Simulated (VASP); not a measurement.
# Al2O3 (Pnnm) in VASP: settings compared

Al2O3 is run at these levels: BLYP+D3(BJ), PBE, RPBE, r2SCAN+D3(BJ), revPBE+D4; tasks: single point.

Program: VASP 6.6.1. These are calculated values, not measurements. Logs are shortened: lines on timing, memory, paths and dates and some standing lists are left out, and cuts for length are marked.

## Step 1: The cell of the first run

Symmetry: Pnnm, No. 58, orthorhombic system. The conventional cell has a = 4.411 Å, b = 9.451 Å, c = 3.015 Å, α = 90.00°, β = 90.00°, γ = 90.00°. Within 2.2 Å of Al (site symmetry m) lie 4 O at 1.68 to 1.82 Å. O (site symmetry 2/m) has 2 Al at 1.68 Å within 2.2 Å. Within 2.4 Å of O (site symmetry m) lie 3 Al at 1.80 to 1.82 Å.

## Step 2: Single point, BLYP+D3(BJ)

Input file INCAR:

```
PREC = Accurate
ENCUT = 520
EDIFF = 1E-7
ISMEAR = -1
SIGMA = 0.05
LREAL = F
LASPH = T
NELM = 80
ALGO = Normal
ISIF = 2
LWAVE = F
LCHARG = T
GGA = B5
ALDAX = 1.0
AGGAX = 1.0
AGGAC = 1.0
ALDAC = 0.0
IVDW = 12
VDW_S6 = 1.0
VDW_S8 = 2.6996
VDW_A1 = 0.4298
VDW_A2 = 4.2359
LELF = T
LVHAR = T
NBANDS = 35
```

Input file KPOINTS:

```
Automatic mesh
0
Gamma
  6 3 9
```

Input file POSCAR:

```
Al2O3
1.0
    4.4108841700      0.0000000000      0.0000000000
    0.0000000000      9.4508768829      0.0000000000
    0.0000000000      0.0000000000      3.0146511102
Al O
4 6
Direct
    1.1548748380      0.8377843865      0.0000000000
   -0.1548748380      0.1622156135      0.0000000000
    0.6548748380      0.6622156135      0.5000000000
    0.3451251620      0.3377843865      0.5000000000
    0.5000000000      0.5000000000      0.5000000000
    0.3583161337      0.7959242875      0.5000000000
    0.1416838663      0.2959242875      0.0000000000
    0.8583161337      0.7040757125      0.0000000000
    0.0000000000      0.0000000000      0.0000000000
    0.6416838663      0.2040757125      0.5000000000
```

Potentials or basis: VASP PAW PBE potentials, release 64 (Al, O).

On the command line:

```
$ cat potpaw_PBE.64/Al/POTCAR potpaw_PBE.64/O/POTCAR > POTCAR
$ mpirun -np 1 vasp_std > vasp.out
```

OUTCAR:

```text
PREC = Accurate
   ENCUT = 520
   EDIFF = 1E-7
   ISMEAR = -1
   LREAL = F
   LASPH = T
   NELM = 80
   ISIF = 2
   GGA = B5
   IVDW = 12
 IVDW          = 12

 ion  position               nearest neighbor table
   1  0.155  0.838  0.000-   9 1.68   6 1.80   6 1.80   8 1.82   3 3.14   3 3.14   3 3.14   3 3.14
                             2 3.36
   2  0.845  0.162  0.000-   9 1.68  10 1.80  10 1.80   7 1.82   4 3.14   4 3.14   4 3.14   4 3.14
                             1 3.36
   3  0.655  0.662  0.500-   5 1.68   8 1.80   8 1.80   6 1.82   1 3.14   1 3.14   1 3.14   1 3.14
                             4 3.36
   4  0.345  0.338  0.500-   5 1.68   7 1.80   7 1.80  10 1.82   2 3.14   2 3.14   2 3.14   2 3.14
                             3 3.36
   5  0.500  0.500  0.500-   3 1.68   4 1.68
   6  0.358  0.796  0.500-   1 1.80   1 1.80   3 1.82
   7  0.142  0.296  0.000-   4 1.80   4 1.80   2 1.82
   8  0.858  0.704  0.000-   3 1.80   3 1.80   1 1.82
   9  0.000  0.000  0.000-   1 1.68   2 1.68
  10  0.642  0.204  0.500-   2 1.80   2 1.80   4 1.82

  LATTYP: Found a simple orthorhombic cell.
 ALAT       =     3.0146511102
 B/A-ratio  =     1.4631491369
 C/A-ratio  =     3.1349819722

  Lattice vectors:

 A1 = (   0.0000000000,   0.0000000000,   3.0146511102)
 A2 = (   4.4108841700,   0.0000000000,   0.0000000000)
 A3 = (   0.0000000000,   9.4508768829,   0.0000000000)

Analysis of symmetry for initial positions (statically):
=====================================================================
 Subroutine PRICEL returns:
 Original cell was already a primitive cell.

 Routine SETGRP: Setting up the symmetry group for a
 simple orthorhombic supercell.

 Subroutine GETGRP returns: Found  8 space group operations
 (whereof  4 operations were pure point group operations)
 out of a pool of  8 trial point group operations.

The static configuration has the point symmetry C_2h.
 The point group associated with its full space group is D_2h.

Analysis of symmetry for dynamics (positions and initial velocities):
=====================================================================
 Subroutine PRICEL returns:
 Original cell was already a primitive cell.

 Routine SETGRP: Setting up the symmetry group for a
 simple orthorhombic supercell.

 Subroutine GETGRP returns: Found  8 space group operations
 (whereof  4 operations were pure point group operations)
 out of a pool of  8 trial point group operations.

The dynamic configuration has the point symmetry C_2h.
 The point group associated with its full space group is D_2h.

 Subroutine INISYM returns: Found  8 space group operations
 (whereof  4 operations are pure point group operations),
 and found     1 'primitive' translations

----------------------------------------------------------------------------------------

                                     Primitive cell

  volume of cell :     125.6709

  direct lattice vectors                    reciprocal lattice vectors
     4.410884170  0.000000000  0.000000000     0.226711916  0.000000000  0.000000000
     0.000000000  9.450876883  0.000000000     0.000000000  0.105810287  0.000000000
     0.000000000  0.000000000  3.014651110     0.000000000  0.000000000  0.331713344

  length of vectors
     4.410884170  9.450876883  3.014651110     0.226711916  0.105810287  0.331713344

  position of ions in fractional coordinates (direct lattice)
     0.154874838  0.837784386  0.000000000
     0.845125162  0.162215614  0.000000000
     0.654874838  0.662215614  0.500000000
     0.345125162  0.337784386  0.500000000
     0.500000000  0.500000000  0.500000000
     0.358316134  0.795924288  0.500000000
     0.141683866  0.295924288  0.000000000
     0.858316134  0.704075712  0.000000000
     0.000000000  0.000000000  0.000000000
     0.641683866  0.204075712  0.500000000

  ion indices of the primitive-cell ions
   primitive index   ion index
                 1           1
                 2           2
                 3           3
                 4           4
                 5           5
                 6           6
                 7           7
                 8           8
                 9           9
                10          10

----------------------------------------------------------------------------------------

 KPOINTS: Automatic mesh

Automatic generation of k-mesh.
 Grid dimensions read from file:
 generate k-points for:    6    3    9

 Generating k-lattice:

  Cartesian coordinates                     Fractional coordinates (reciprocal lattice)
     0.037785319  0.000000000  0.000000000     0.166666667  0.000000000  0.000000000
     0.000000000  0.035270096  0.000000000     0.000000000  0.333333333  0.000000000
     0.000000000  0.000000000  0.036857038     0.000000000  0.000000000  0.111111111

  Length of vectors
     0.037785319  0.035270096  0.036857038

  Shift w.r.t. Gamma in fractional coordinates (k-lattice)
     0.000000000  0.000000000  0.000000000

 Subroutine IBZKPT returns following result:
 ===========================================

 Found     40 irreducible k-points:

 Following reciprocal coordinates:
            Coordinates               Weight
  0.000000  0.000000  0.000000      1.000000
  0.166667  0.000000  0.000000      2.000000
  0.333333  0.000000  0.000000      2.000000
  0.500000  0.000000  0.000000      1.000000
  0.000000  0.333333  0.000000      2.000000
  0.166667  0.333333  0.000000      4.000000
[... 16 lines left out ...]
  0.333333  0.333333  0.222222      8.000000
  0.500000  0.333333  0.222222      4.000000
 [... further k-points ...]
   k-points           NKPTS =     40   k-points in BZ     NKDIM =     40   number of bands    NBANDS=     35
   number of dos      NEDOS =    301   number of ions     NIONS =     10
   total plane-waves  NPLWV =  60480
   dimension x,y,z NGX =    36 NGY =   70 NGZ =   24
   dimension x,y,z NGXF=    72 NGYF=  140 NGZF=   48
   ions per type =               4   6
   NGX,Y,Z   is equivalent  to a cutoff of  13.57, 12.31, 13.24 a.u.
   NGXF,Y,Z  is equivalent  to a cutoff of  27.14, 24.63, 26.47 a.u.
 SYSTEM =  unknown system
   PREC   = accura    normal or accurate (medium, high low for compatibility)
   ISTART =      0    job   : 0-new  1-cont  2-samecut
   ICHARG =      2    charge: 1-file 2-atom 10-const
   ISPIN  =      1    spin polarized calculation?
   LNONCOLLINEAR =      F non collinear calculations
   LSORBIT =      F    spin-orbit coupling
   LASPH  =      T    aspherical Exc in radial PAW
   ENCUT  =  520.0 eV  38.22 Ry    6.18 a.u.   8.20 17.57  5.61*2*pi/ulx,y,z
   NELM   =     80;   NELMIN=  2; NELMDL= -5     # of ELM steps
   EDIFF  = 0.1E-06   stopping-criterion for ELM
   LREAL  =      F    real-space projection
   EDIFFG = 0.1E-05   stopping-criterion for IOM
   NSW    =      0    number of steps for IOM
   IBRION =     -1    ionic relax: 0-MD 1-quasi-New 2-CG
   NFREE  =      0    steps in history (QN), initial steepest desc. (CG)
   ISIF   =      2    stress and relaxation
   ISYM   =      2    0-nonsym 1-usesym 2-fastsym
   POTIM  = 0.5000    time-step for ionic-motion
   TEBEG  =    0.0;   TEEND  =   0.0 temperature during run
   PSTRESS=    0.0 pullay stress
   NELECT =      48.0000    total number of electrons
   NUPDOWN=      -1.0000    fix difference up-down
   EMIN   =  10.00;   EMAX   =-10.00  energy-range for DOS
   EFERMI =   0.00;   METHOD = LEGACY
   ISMEAR =    -1;   SIGMA  =   0.05  broadening in eV -4-tet -1-fermi 0-gaus
   EFERMI_NEDOS =   21; number of points for ismear=-14 and -15
   IALGO  =     38    algorithm
   IMIX   =      4    mixing-type and parameters
     AMIX     =   0.40;   BMIX     =  1.00
     AMIX_MAG =   1.60;   BMIX_MAG =  1.00
  volume/ion in A,a.u.               =      12.57        84.81
  Fermi-wavevector in a.u.,A,eV,Ry     =   1.187801  2.244618 19.196064  1.410871
  Thomas-Fermi vector in A             =   2.323944
   LORBIT       =      0    0 simple, 1 ext, 2 COOP (PROOUT), +10 PAW based schemes
   GGA     = B5    functional components
   LHFCALC =     F    Hartree Fock is set to
   AEXX    =    0.0000 exact exchange contribution
   IVDW    =    12    specifies the selected vdW correction
   LEPSILON=     F    determine dielectric tensor
   LRPA    =     F    only Hartree local field effects (RPA)
 non-spin polarized calculation
  energy-cutoff  :      520.00
  volume of cell :      125.67
 maximum number of plane-waves:      3416
 NGX is ok and might be reduce to    36
   NGX = 17   NGY = 35   NGZ = 11

 number of electron      48.0000003 magnetization

 Free energy of the ion-electron system (eV)
  ---------------------------------------------------
  ext. energy  EPLUGINS =         0.00000000
  ---------------------------------------------------
  free energy    TOTEN  =       -71.29525002 eV

  energy without entropy =      -71.29525002  energy(sigma->0) =      -71.29525002

 E-fermi :   4.0751     XC(G=0):  -8.9301

 val. band max:        2.9629643216   @ k =   0.0000   0.0000   0.0000
 cond. band min:       6.6569044738   @ k =   0.0000   0.0000   0.0000
 fundamental gap:      3.6939401523
 Fermi energy:         4.0750510381

 k-point     1 :       0.0000    0.0000    0.0000
  band No.  band energies     occupation
      1     -16.0006      2.00000
      2     -15.9060      2.00000
      3     -14.7427      2.00000
      4     -14.7118      2.00000
      5     -13.4683      2.00000
      6     -13.3257      2.00000
[... 27 lines left out ...]
     34      14.5964      0.00000
     35      15.3436      0.00000

 k-point     2 :       0.1667    0.0000    0.0000
  band No.  band energies     occupation
      1     -15.9246      2.00000
      2     -15.8343      2.00000
      3     -14.8317      2.00000
      4     -14.8062      2.00000
      5     -13.4567      2.00000
      6     -13.3322      2.00000
[... 828 lines left out ...]
 k-point    24 :       0.5000    0.3333    0.2222
  band No.  band energies     occupation
      1     -15.2162      2.00000
      2     -15.2162      2.00000
      3     -15.1801      2.00000
      4     -15.1801      2.00000
      5     -13.2919      2.00000
      6     -13.2919      2.00000
[... 27 lines left out ...]
     34      14.1770      0.00000
     35      14.5472      0.00000

 [... further k-points ...]

------------------------ aborting loop because EDIFF is reached ----------------------------------------

 Edisp (eV)   -3.34849

 E8    (eV) :    -2.2918

  FORCE on cell =-STRESS in cart. coord.  units (eV):
  Direction    XX          YY          ZZ          XY          YZ          ZX
  --------------------------------------------------------------------------------------
  -------------------------------------------------------------------------------------
  Total       0.35264     0.77399     0.41637     0.00000     0.00000     0.00000
  in kB       4.49579     9.86756     5.30824     0.00000     0.00000     0.00000
  external pressure =        6.56 kB  Pullay stress =        0.00 kB

 VOLUME and BASIS-vectors are now :
 -----------------------------------------------------------------------------
  energy-cutoff  :      520.00
  volume of cell :      125.67
      direct lattice vectors                 reciprocal lattice vectors
     4.410884170  0.000000000  0.000000000     0.226711916  0.000000000  0.000000000
     0.000000000  9.450876883  0.000000000     0.000000000  0.105810287  0.000000000
     0.000000000  0.000000000  3.014651110     0.000000000  0.000000000  0.331713344

 POSITION                                       TOTAL-FORCE (eV/Angst)
 -----------------------------------------------------------------------------------
      0.68313      7.91780      0.00000         0.034565     -0.052300     -0.000000
      3.72775      1.53308      0.00000        -0.034565      0.052300      0.000000
      2.88858      6.25852      1.50733         0.034565      0.052300     -0.000000
      1.52231      3.19236      1.50733        -0.034565     -0.052300      0.000000
      2.20544      4.72544      1.50733         0.000000      0.000000      0.000000
      1.58049      7.52218      1.50733         0.017610     -0.002135      0.000000
      0.62495      2.79674      0.00000        -0.017610     -0.002135      0.000000
      3.78593      6.65413      0.00000         0.017610      0.002135      0.000000
      0.00000      0.00000      0.00000         0.000000      0.000000      0.000000
      2.83039      1.92869      1.50733        -0.017610      0.002135      0.000000
 -----------------------------------------------------------------------------------
    total drift:                                0.000000      0.000000      0.000000

  FREE ENERGIE OF THE ION-ELECTRON SYSTEM (eV)
  ---------------------------------------------------
  free  energy   TOTEN  =       -74.6437350363 eV

  energy  without entropy=      -74.6437350362  energy(sigma->0) =      -74.64373504
```

It took 3.8 min on 1 thread of AMD EPYC 7R43 (Zen 3), shared host; peak memory 0.27 GiB.

Results:

```
Free energy                : -74.6437 eV
Pressure                   : 0.7 GPa
Largest force              : 0.063 eV/Å
Band gap on the k mesh     : 3.69 eV
Dispersion energy per atom : -0.335 eV
```

Forces in eV/Å, atoms in the order of the input:
```
Al   0.035 -0.052  0.000
Al  -0.035  0.052  0.000
Al   0.035  0.052  0.000
Al  -0.035 -0.052  0.000
O    0.000  0.000  0.000
O    0.018 -0.002  0.000
O   -0.018 -0.002  0.000
O    0.018  0.002  0.000
O    0.000  0.000  0.000
O   -0.018  0.002  0.000
```

Levels at points of the mesh, in eV from the valence-band top:
```tsv
k point	band 21	band 22	band 23	band 24	band 25	band 26	band 27	band 28
(0.00, 0.00, 0.00)	-1.17	-0.69	-0.06	0.00	3.69	5.63	5.99	6.90
(0.50, 0.00, 0.00)	-0.89	-0.89	-0.03	-0.03	6.26	6.26	6.98	6.98
```

Caveat: the PAW data sets were made with another functional, which shifts forces and pressure a little; an odd mesh through Γ misses points on the zone boundary, where band edges can lie.

## Step 3: Single point, PBE

This run uses another cell than the first one, of 13.77 Å³/atom.

Input file INCAR:

```
PREC = Accurate ; ENCUT = 600
EDIFF = 1E-6 ; ISMEAR = -1
SIGMA = 0.05 ; LREAL = False
LASPH = True ; NELM = 120
ALGO = Normal ; ISIF = 2
LWAVE = False ; LCHARG = False
GGA = PE ; NBANDS = 35
GGA_COMPAT = False
```

Input file KPOINTS:

```
regular mesh
0
Gamma
  4 2 6
```

Input file POSCAR:

```
Al2O3
1.0
    4.6137770000      0.0000000000      0.0000000000
    0.0000000000      9.5632790000      0.0000000000
    0.0000000000      0.0000000000      3.1198620000
Al O
4 6
Direct
    0.9829750000      0.8245730000      0.0000000000
    0.0170250000      0.1754270000      0.0000000000
    0.4829750000      0.6754270000      0.5000000000
    0.5170250000      0.3245730000      0.5000000000
    0.5000000000      0.5000000000      0.5000000000
    0.1236350000      0.7530500000      0.5000000000
    0.3763650000      0.2530500000      0.0000000000
    0.6236350000      0.7469500000      0.0000000000
    0.0000000000      0.0000000000      0.0000000000
    0.8763650000      0.2469500000      0.5000000000
```

Potentials or basis: VASP PAW PBE potentials, release 64 (Al, O).

On the command line:

```
$ cat potpaw_PBE.64/Al/POTCAR potpaw_PBE.64/O/POTCAR > POTCAR
$ mpirun -np 1 vasp_std > vasp.out
```

Wall time 4.4 min (1 thread of Intel Xeon 8259CL, shared host); peak memory 0.33 GiB.

The run converged. Its results:

| Quantity | Value |
| --- | --- |
| Free energy | -73.8723 eV |
| Pressure | -0.3 GPa |
| Largest force | 0.191 eV/Å |
| Band gap on the k mesh | 3.51 eV |

Forces on the atoms (eV/Å):
```
Al  -0.054 -0.052  0.000
Al   0.054  0.052  0.000
Al  -0.054  0.052  0.000
Al   0.054 -0.052  0.000
O    0.000  0.000  0.000
O    0.157 -0.108  0.000
O   -0.157 -0.108  0.000
O    0.157  0.108  0.000
O    0.000  0.000  0.000
O   -0.157  0.108  0.000
```

Stress tensor (GPa, compression positive):
```
 0.96  0.00  0.00
 0.00  1.61  0.00
 0.00  0.00 -3.33
```

Levels at points of the mesh, in eV from the valence-band top:
| k point | band 20 | band 21 | band 22 | band 23 | band 24 | band 25 | band 26 | band 27 | band 28 | band 29 |
| --- | --- | --- | --- | --- | --- | --- | --- | --- | --- | --- |
| (0.00, 0.00, 0.00) | -1.31 | -1.04 | -0.53 | -0.06 | 0.00 | 3.51 | 5.05 | 6.14 | 6.88 | 7.06 |
| (0.50, 0.00, 0.00) | -2.27 | -0.88 | -0.88 | -0.02 | -0.02 | 6.00 | 6.00 | 6.52 | 6.52 | 7.93 |
| (0.00, 0.50, 0.00) | -1.51 | -0.73 | -0.73 | -0.03 | -0.03 | 4.17 | 4.17 | 6.52 | 6.52 | 7.82 |
| (0.50, 0.50, 0.00) | -2.54 | -0.81 | -0.81 | -0.02 | -0.02 | 5.98 | 5.98 | 6.48 | 6.48 | 8.16 |
| (0.00, 0.00, 0.50) | -2.32 | -1.07 | -1.07 | -0.71 | -0.71 | 7.72 | 7.72 | 8.04 | 8.04 | 8.36 |
| (0.50, 0.00, 0.50) | -1.99 | -1.21 | -1.21 | -0.56 | -0.56 | 6.93 | 6.93 | 8.07 | 8.07 | 8.30 |
| (0.00, 0.50, 0.50) | -2.42 | -1.14 | -1.14 | -0.61 | -0.61 | 7.64 | 7.64 | 8.08 | 8.08 | 8.39 |
| (0.50, 0.50, 0.50) | -1.98 | -1.05 | -1.05 | -0.72 | -0.72 | 7.14 | 7.14 | 8.06 | 8.06 | 8.35 |

(Continued in part 2 of 2.)
